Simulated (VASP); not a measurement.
# Cu in VASP: a series of runs

Cu is run at these levels: LDA; tasks: single point.

Program: VASP 6.6.1. These are calculated values, not measurements. Logs are shortened: lines on timing, memory, paths and dates and some standing lists are left out, and cuts for length are marked.

**1. The cell of the first run**

The cell holds a slab with vacuum, 13 atoms: a = 4.975 Å, b = 4.975 Å, c = 18.918 Å, α = 90.00°, β = 90.00°, γ = 90.00°.

**2. Single point, LDA**

Contents of INCAR:

```
PREC = Accurate
ENCUT = 520
EDIFF = 1E-7
ISMEAR = 0
SIGMA = 0.1
LREAL = F
LASPH = T
NELM = 60
ALGO = Normal
ISIF = 2
LWAVE = F
LCHARG = T
LDIPOL = T
IDIPOL = 3
DIPOL = 0.5 0.5 0.317
LELF = T
LVHAR = T
LVACPOTAV = T
NBANDS = 84
```

Contents of KPOINTS:

```
Automatic mesh
0
Gamma
  6 6 1
```

Contents of POSCAR:

```
Cu
1.0
    4.9751540563      0.0000000000      0.0000000000
    0.0000000000      4.9751540563      0.0000000000
    0.0000000000      0.0000000000     18.9178854445
Cu
13
Direct
    0.2500000000      0.2500000000      0.2114401217
    0.2500000000      0.7500000000      0.2114401217
    0.7500000000      0.2500000000      0.2114401217
    0.7500000000      0.7500000000      0.2114401217
    0.0000000000      0.0000000000      0.3017752139
    0.0000000000      0.5000000000      0.3017752139
    0.5000000000      0.0000000000      0.3017752139
    0.5000000000      0.5000000000      0.3017752139
    0.2500000000      0.2500000000      0.3921096502
    0.2500000000      0.7500000000      0.3921096502
    0.7500000000      0.2500000000      0.3921096502
    0.7500000000      0.7500000000      0.3921096502
    0.2500000000      0.2500000000      0.5061003107
```

Potentials or basis: VASP PAW LDA potentials, release 64 (Cu).

Started as:

```bash
$ cat potpaw_LDA.64/Cu/POTCAR > POTCAR
$ mpirun -np 1 vasp_std > vasp.out
```

OUTCAR:

```text
PREC = Accurate
   ENCUT = 520
   EDIFF = 1E-7
   ISMEAR = 0
   LREAL = F
   LASPH = T
   NELM = 60
   ISIF = 2

 ion  position               nearest neighbor table
   1  0.250  0.250  0.211-   5 2.45   6 2.45   7 2.45   8 2.45   2 2.49   3 2.49   2 2.49   3 2.49

   2  0.250  0.750  0.211-   5 2.45   6 2.45   7 2.45   8 2.45   1 2.49   4 2.49   1 2.49   4 2.49

   3  0.750  0.250  0.211-   5 2.45   6 2.45   7 2.45   8 2.45   1 2.49   4 2.49   4 2.49   1 2.49
[... 15 lines left out ...]
  11  0.750  0.250  0.392-   5 2.45   6 2.45   7 2.45   8 2.45   9 2.49  12 2.49  12 2.49   9 2.49

  12  0.750  0.750  0.392-   5 2.45   6 2.45   7 2.45   8 2.45  10 2.49  11 2.49  11 2.49  10 2.49

  13  0.250  0.250  0.506-   9 2.16

  LATTYP: Found a simple tetragonal cell.
 ALAT       =     4.9751540563
 C/A-ratio  =     3.8024722914

  Lattice vectors:

 A1 = (   4.9751540563,   0.0000000000,   0.0000000000)
 A2 = (   0.0000000000,   4.9751540563,   0.0000000000)
 A3 = (   0.0000000000,   0.0000000000,  18.9178854445)

Analysis of symmetry for initial positions (statically):
=====================================================================
 Subroutine PRICEL returns:
 Original cell was already a primitive cell.

 Routine SETGRP: Setting up the symmetry group for a
 simple tetragonal supercell.

 Subroutine GETGRP returns: Found  8 space group operations
 (whereof  2 operations were pure point group operations)
 out of a pool of 16 trial point group operations.

The static configuration has the point symmetry C_1h.
 The point group associated with its full space group is C_4v.

Analysis of symmetry for dynamics (positions and initial velocities):
=====================================================================
 Subroutine PRICEL returns:
 Original cell was already a primitive cell.

 Routine SETGRP: Setting up the symmetry group for a
 simple tetragonal supercell.

 Subroutine GETGRP returns: Found  8 space group operations
 (whereof  2 operations were pure point group operations)
 out of a pool of 16 trial point group operations.

The dynamic configuration has the point symmetry C_1h.
 The point group associated with its full space group is C_4v.

 Subroutine INISYM returns: Found  8 space group operations
 (whereof  2 operations are pure point group operations),
 and found     1 'primitive' translations

----------------------------------------------------------------------------------------
[... 117 lines left out ...]
   IALGO  =     38    algorithm
   IMIX   =      4    mixing-type and parameters
     AMIX     =   0.40;   BMIX     =  1.00
     AMIX_MAG =   1.60;   BMIX_MAG =  1.00
  volume/ion in A,a.u.               =      36.02       243.07
  Fermi-wavevector in a.u.,A,eV,Ry     =   1.102448  2.083325 16.536420  1.215393
  Thomas-Fermi vector in A             =   2.238891
   LORBIT       =      0    0 simple, 1 ext, 2 COOP (PROOUT), +10 PAW based schemes
   GGA     = CA    functional components
   LHFCALC =     F    Hartree Fock is set to
   AEXX    =    0.0000 exact exchange contribution
   IVDW    =     0    specifies the selected vdW correction
   LEPSILON=     F    determine dielectric tensor
   LRPA    =     F    only Hartree local field effects (RPA)
 non-spin polarized calculation
 Gauss-broadening in eV      SIGMA  =   0.10
  energy-cutoff  :      520.00
  volume of cell :      468.26
 maximum number of plane-waves:     12644
 NGX is ok and might be reduce to    40
   NGX = 19   NGY = 19   NGZ = 71

 number of electron     143.0000176 magnetization

 dipolmoment           0.000000      0.000000     -0.082222 electrons x Angstroem

 Free energy of the ion-electron system (eV)
  ---------------------------------------------------
  ext. energy  EPLUGINS =         0.00000000
  ---------------------------------------------------
  free energy    TOTEN  =       -53.09494292 eV

  energy without entropy =      -53.07221408  energy(sigma->0) =      -53.08357850

 E-fermi :  -0.6378     XC(G=0):  -5.3566

 val. band max:       -0.6668833593   @ k =   0.1667   0.0000   0.0000
 cond. band min:      -0.5681741000   @ k =   0.1667   0.0000   0.0000
 fundamental gap:      0.0987092593
 Fermi energy:        -0.6378286196

 k-point     1 :       0.0000    0.0000    0.0000
  band No.  band energies     occupation
      1      -9.7072      2.00000
      2      -7.0298      2.00000
      3      -6.0699      2.00000
      4      -6.0699      2.00000
      5      -5.8656      2.00000
      6      -5.8261      2.00000
[... 849 lines left out ...]
     82       4.3875      0.00000
     83       5.5658      0.00000
 [bands above 83 left out]

------------------------ aborting loop because EDIFF is reached ----------------------------------------

  FORCE on cell =-STRESS in cart. coord.  units (eV):
  Direction    XX          YY          ZZ          XY          YZ          ZX
  --------------------------------------------------------------------------------------
  -------------------------------------------------------------------------------------
  Total       -6.3517634     -6.3517634      1.4841962      0.0000000      0.0000000      0.0000000
  in kB      -21.7329778    -21.7329778      5.0782753      0.0000000      0.0000000      0.0000000
  external PRESSURE =     -12.7958934 kB  Pullay stress =       0.0000000 kB

 VOLUME and BASIS-vectors are now :
 -----------------------------------------------------------------------------
  energy-cutoff  :      520.00
  volume of cell :      468.26
      direct lattice vectors                 reciprocal lattice vectors
     4.975154056  0.000000000  0.000000000     0.200998801  0.000000000  0.000000000
     0.000000000  4.975154056  0.000000000     0.000000000  0.200998801  0.000000000
     0.000000000  0.000000000 18.917885445     0.000000000  0.000000000  0.052860030

 POSITION                                       TOTAL-FORCE (eV/Angst)
 -----------------------------------------------------------------------------------
      1.24379      1.24379      4.00000        -0.000000      0.000000     -0.029009
      1.24379      3.73137      4.00000        -0.000000      0.000000     -0.051675
      3.73137      1.24379      4.00000        -0.000000      0.000000     -0.051675
      3.73137      3.73137      4.00000        -0.000000      0.000000     -0.087380
      0.00000      0.00000      5.70895         0.016142      0.016142     -0.107807
      0.00000      2.48758      5.70895         0.016142     -0.016142     -0.107807
      2.48758      0.00000      5.70895        -0.016142      0.016142     -0.107807
      2.48758      2.48758      5.70895        -0.016142     -0.016142     -0.107807
      1.24379      1.24379      7.41789        -0.000000     -0.000000     -0.733343
      1.24379      3.73137      7.41789        -0.000000      0.000000      0.604135
      3.73137      1.24379      7.41789        -0.000000      0.000000      0.604135
      3.73137      3.73137      7.41789        -0.000000      0.000000      0.122071
      1.24379      1.24379      9.57435        -0.000000      0.000000      0.053967
 -----------------------------------------------------------------------------------
    total drift:                                0.000000      0.000000     -0.001966

  FREE ENERGIE OF THE ION-ELECTRON SYSTEM (eV)
  ---------------------------------------------------
  free  energy   TOTEN  =       -53.0949429158 eV

  energy  without entropy=      -53.0722140834  energy(sigma->0) =      -53.08357850

 vacuum level on the upper side and lower side of the slab         3.597         4.199
```

stdout:

```text
POSCAR found type information on POSCAR Cu
 POSCAR found :  1 types and      13 ions
 scaLAPACK will be used
 LDA part: xc-table for (Slater(with rela. corr.)+CA(PZ))
 , standard interpolation
 POSCAR, INCAR and KPOINTS ok, starting setup
 FFT: planning ... GRIDC
 FFT: planning ... GRID_SOFT
 FFT: planning ... GRID
 WAVECAR not read
 entering main loop
 -----------------------------------------------------------------------------
|                                                                             |
|           W    W    AA    RRRRR   N    N  II  N    N   GGGG   !!!           |
|           W    W   A  A   R    R  NN   N  II  NN   N  G    G  !!!           |
|           W    W  A    A  R    R  N N  N  II  N N  N  G       !!!           |
|           W WW W  AAAAAA  RRRRR   N  N N  II  N  N N  G  GGG   !            |
|           WW  WW  A    A  R   R   N   NN  II  N   NN  G    G                |
|           W    W  A    A  R    R  N    N  II  N    N   GGGG   !!!           |
|                                                                             |
|     Did not find any points to average over, which means that no vacuum     |
|     field-free region was found. Please increase the size of  your cell     |
|     in the dimension of the dipole correction to obtain accurate            |
|     workfunction values.                                                    |
|                                                                             |
 -----------------------------------------------------------------------------
```

It took 8.6 min on 1 thread of Intel Xeon 6975P-C (Granite Rapids), shared host; peak memory 0.54 GiB.

Results:

```yaml
Free_energy: -53.0949 eV
Largest_force: 0.733 eV/Å
Band_gap_on_the_k_mesh: zero (an odd number of electrons rules out a gap without spin polarisation)
```

Forces in eV/Å, atoms in the order of the input:
```
Cu   0.000  0.000 -0.029
Cu   0.000  0.000 -0.052
Cu   0.000  0.000 -0.052
Cu   0.000  0.000 -0.087
Cu   0.016  0.016 -0.108
Cu   0.016 -0.016 -0.108
Cu  -0.016  0.016 -0.108
Cu  -0.016 -0.016 -0.108
Cu   0.000  0.000 -0.733
Cu   0.000  0.000  0.604
Cu   0.000  0.000  0.604
Cu   0.000  0.000  0.122
Cu   0.000  0.000  0.054
```

**3. Single point, LDA**

Contents of INCAR:

```
SYSTEM = Cu
PREC     = Accurate       ! precision mode
ENCUT    = 520            ! plane-wave cutoff, eV
EDIFF    = 1E-6           ! SCF threshold, eV
ISMEAR   = 0              ! smearing method
SIGMA    = 0.1            ! smearing width, eV
LREAL    = .False.        ! projectors in reciprocal space
LASPH    = .True.         ! aspherical terms in the spheres
NELM     = 80             ! most SCF steps
ALGO     = Normal         ! electronic algorithm
ISIF     = 2              ! what is computed and relaxed
LWAVE    = .False.        ! write WAVECAR
LCHARG   = .False.        ! write CHGCAR
LDIPOL   = .True.       
IDIPOL   = 3            
DIPOL    = 0.5 0.5 0.315
NBANDS   = 84             ! bands
```

Contents of KPOINTS:

```
Automatic mesh
0
Gamma
  6 6 1
  0 0 0
```

Edit POSCAR of step 2 so:

```diff
@@ -20,2 +20,2 @@
     0.7500000000      0.7500000000      0.3921096502
-    0.2500000000      0.2500000000      0.5061003107
+    0.5000000000      0.5000000000      0.4739650958
```

Potentials or basis: VASP PAW LDA potentials, release 64 (Cu).

Started as:

```bash
$ cat potpaw_LDA.64/Cu/POTCAR > POTCAR
$ mpirun -np 1 vasp_std > vasp.out
```

Run time: 7.6 min. Hardware: 1 thread of Intel Xeon 6975P-C (Granite Rapids), shared host; peak memory 0.53 GiB.

Results (log left out):

* Free energy: -54.3327 eV
* Largest force: 0.293 eV/Å
* Band gap on the k mesh: zero (an odd number of electrons rules out a gap without spin polarisation)

Forces in eV/Å, atoms in the order of the input:
```
Cu   0.044  0.044 -0.040
Cu   0.044 -0.044 -0.040
Cu  -0.044  0.044 -0.040
Cu  -0.044 -0.044 -0.040
Cu   0.000  0.000  0.041
Cu   0.000  0.000 -0.204
Cu   0.000  0.000 -0.204
Cu   0.000  0.000 -0.293
Cu  -0.155 -0.155  0.183
Cu  -0.155  0.155  0.183
Cu   0.155 -0.155  0.183
Cu   0.155  0.155  0.183
Cu   0.000  0.000  0.089
```

Levels at points of the mesh, in eV from the Fermi level:
| k point | band 70 | band 71 | band 72 | band 73 | band 74 | band 75 |
| --- | --- | --- | --- | --- | --- | --- |
| (0.00, 0.00, 0.00) | -0.26 | -0.26 | -0.13 | -0.11 | 0.01 | 0.49 |
| (0.50, 0.00, 0.00) | -0.33 | 0.24 | 0.95 | 0.97 | 1.03 | 1.03 |
| (0.50, 0.50, 0.00) | -1.03 | -0.68 | -0.68 | -0.58 | 0.90 | 1.71 |
